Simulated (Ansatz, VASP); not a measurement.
**One calculation of SnO2, two programs**

Contents of INCAR:

```
ALGO = Normal ; EDIFF = 1E-6
EDIFFG = -0.02 ; ENCUT = 520
GGA = PE ; IBRION = 2
ISIF = 2 ; ISMEAR = -1
LASPH = T ; LCHARG = F
LREAL = F ; LWAVE = F
NELM = 100 ; NSW = 80
PREC = Accurate ; SIGMA = 0.02
```

File KPOINTS:

```
k-points
0
Gamma
  7 7 9
```

POSCAR

```
SnO2
1.0
    4.7380000000      0.0000000000      0.0000000000
    0.0000000000      4.7380000000      0.0000000000
    0.0000000000      0.0000000000      3.2502300000
Sn O
2 4
Direct
    0.0000000000      0.0000000000      0.0000000000
    0.5000000000      0.5000000000      0.5000000000
    0.3053957314      0.3053957314      0.0000000000
    0.1946042686      0.8053957314      0.5000000000
    0.6946042686      0.6946042686      0.0000000000
    0.8053957314      0.1946042686      0.5000000000
```

Input for Ansatz:

```yaml
crystal:
  lattice:
    - [4.738, 0.0, 0.0]
    - [0.0, 4.738, 0.0]
    - [0.0, 0.0, 3.25023]
  atoms:
    - { symbol: Sn, position: [0.0, 0.0, 0.0] }
    - { symbol: Sn, position: [0.5, 0.5, 0.5] }
    - { symbol: O, position: [0.3053957314, 0.3053957314, 0.0] }
    - { symbol: O, position: [0.1946042686, 0.8053957314, 0.5] }
    - { symbol: O, position: [0.6946042686, 0.6946042686, 0.0] }
    - { symbol: O, position: [0.8053957314, 0.1946042686, 0.5] }
kpoints:
  mp_grid: { grid: [7, 7, 9] }
scf:
  occupations: { method: fermi_dirac, width: 0.02 }
hamiltonian:
  xc: pbe
  pseudopotentials: { kind: paw }
output:
  forces: true
  stress: true
  populations: true
  efg:
    quadrupole_moments_barn: { Sn: -0.132, O: -0.02558 }
    contact_densities: true
  write_density: true
  write_potential: true
  elf: true
  volumetric_format: npy
relax:
  f_tol: 0.02
  max_steps: 60
```

Change from the starting cell: z stretched by +2 %, ions relaxed.

Alike in both runs: task relaxation of the atoms; functional PBE; k mesh 7 × 7 × 9; occupations fermi-dirac, width 0.02 eV; no spin polarisation.

```csv
,VASP,Ansatz
version,VASP 6.6.1,Ansatz 0.2.0
potentials or method,"VASP PAW PBE potentials, release 64 (Sn_d, O)","plane-wave PAW, scalar-relativistic"
plane-wave cutoff (eV),520,420
valence electrons in the cell,52,52
```

```tsv
	VASP	Ansatz	Ansatz less VASP
gap on the k mesh at the Fermi level, each at its own relaxed structure (eV)	0.96	0.97	+0.009
```

Ansatz's warnings: stress scf threshold loose.
